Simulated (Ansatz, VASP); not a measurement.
**One calculation of LiNbO3, two programs**

INCAR

```
SYSTEM = LiNbO3
PREC = Accurate
ENCUT = 520
EDIFF = 1E-6
ISMEAR = 0
SIGMA = 0.05
LREAL = .FALSE.
LASPH = .TRUE.
NELM = 100
ALGO = Normal
ISIF = 2
LWAVE = .FALSE.
LCHARG = .FALSE.
GGA = PE
NBANDS = 45
```

Contents of KPOINTS:

```
regular mesh
0
G
  6 6 6
  0 0 0
```

File POSCAR:

```
LiNbO3
1.0
    2.5532457484      1.4741171202      4.9803611569
   -2.5532457484      1.4741171202      4.9803611569
    0.0000000000     -2.9482342403      4.9803611569
Li Nb O
2 2 6
Direct
    0.2815913687      0.2815913687      0.2815913687
    0.7815913687      0.7815913687      0.7815913687
    0.0004900497      0.0004900497      0.0004900497
    0.5004900497      0.5004900497      0.5004900497
    0.1104619503      0.3580262714      0.7211003599
    0.7211003599      0.1104619503      0.3580262714
    0.3580262714      0.7211003599      0.1104619503
    0.2211003599      0.8580262714      0.6104619503
    0.8580262714      0.6104619503      0.2211003599
    0.6104619503      0.2211003599      0.8580262714
```

Input for Ansatz:

```yaml
crystal:
  lattice:
    - [2.5532457484, 1.4741171202, 4.9803611569]
    - [-2.5532457484, 1.4741171202, 4.9803611569]
    - [0.0, -2.9482342403, 4.9803611569]
  atoms:
    - { symbol: Li, position: [0.2815913687, 0.2815913687, 0.2815913687] }
    - { symbol: Li, position: [0.7815913687, 0.7815913687, 0.7815913687] }
    - { symbol: Nb, position: [0.0004900497, 0.0004900497, 0.0004900497] }
    - { symbol: Nb, position: [0.5004900497, 0.5004900497, 0.5004900497] }
    - { symbol: O, position: [0.1104619503, 0.3580262714, 0.7211003599] }
    - { symbol: O, position: [0.7211003599, 0.1104619503, 0.3580262714] }
    - { symbol: O, position: [0.3580262714, 0.7211003599, 0.1104619503] }
    - { symbol: O, position: [0.2211003599, 0.8580262714, 0.6104619503] }
    - { symbol: O, position: [0.8580262714, 0.6104619503, 0.2211003599] }
    - { symbol: O, position: [0.6104619503, 0.2211003599, 0.8580262714] }
basis:
  ecutwfc: 520.0
kpoints:
  mp_grid: { grid: [6, 6, 6] }
hamiltonian:
  xc: pbe
  pseudopotentials: { kind: paw, azcp: { folder: soft_1 } }
scf:
  occupations: { method: gaussian, width: 0.05 }
output:
  forces: true
  stress: true
  eigenvalues: true
```

Alike in both runs: task single point; functional PBE; k mesh 6 × 6 × 6; occupations gaussian, width 0.05 eV; no spin polarisation.

```csv
,VASP,Ansatz
version,VASP 6.6.1,Ansatz 0.2.0
potentials or method,"VASP PAW PBE potentials, release 64 (Li_sv, Nb_sv, O), cutoff 520 eV","scalar-relativistic, plane waves, PAW"
valence electrons in the cell,68,68
```

|  | VASP | Ansatz | Ansatz less VASP |
| --- | --- | --- | --- |
| gap on the k mesh at the Fermi level (eV) | 3.36 | 3.37 | +0.013 |
| least direct gap on the mesh (eV) | 3.37 | 3.38 | +0.012 |
| rms of the force components (eV/Å) | 0.139 | 0.148 | +0.0084 |

Atom by atom the forces differ by 0.011 eV/Å (rms over components). The functional is the same, so the differences come from potentials, cutoffs and numerics.

Noted on VASP's run: the cutoff is short for stress, so the pressure is rough.
